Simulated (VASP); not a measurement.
Input of a VASP 6.6.1 run:

INCAR

```
SYSTEM = NaI
PREC     = Accurate       ! precision mode
ENCUT    = 520            ! plane-wave cutoff, eV
EDIFF    = 1E-7           ! SCF threshold, eV
ISMEAR   = 0              ! smearing method
SIGMA    = 0.02           ! smearing width, eV
LREAL    = .FALSE.        ! projectors in reciprocal space
LASPH    = .TRUE.         ! aspherical terms in the spheres
NELM     = 60             ! most SCF steps
ALGO     = Normal         ! electronic algorithm
ISIF     = 2              ! what is computed and relaxed
LWAVE    = .FALSE.        ! write WAVECAR
LCHARG   = .TRUE.         ! write CHGCAR
GGA      = PE             ! functional
LELF     = .TRUE.         ! ELF
LVHAR    = .TRUE.       
NBANDS   = 14             ! bands
```

The input KPOINTS:

```
Automatic mesh
0
G
  6 6 6
  0 0 0
```

The input POSCAR:

```
NaI
1.0
    0.0000000000      3.2364000000      3.2364000000
    3.2364000000      0.0000000000      3.2364000000
    3.2364000000      3.2364000000      0.0000000000
Na I
1 1
Direct
    0.0000000000      0.0000000000      0.0000000000
    0.5000000000      0.5000000000      0.5000000000
```

Potentials or basis: VASP PAW PBE potentials, release 64 (Na_pv, I).

Run with:

```bash
$ cat potpaw_PBE.64/Na_pv/POTCAR potpaw_PBE.64/I/POTCAR > POTCAR
$ mpirun -np 1 vasp_std > vasp.out
```

Question: What does it give for the band gap on the k mesh?

Answer: 3.64 eV, direct.

Question: What does it give for the pressure?

Answer: 0.4 GPa.

Caveat: spin-orbit coupling is left out, which moves the levels of the heavy elements. A hybrid or GW would open this gap; PBE tends to underestimate it.
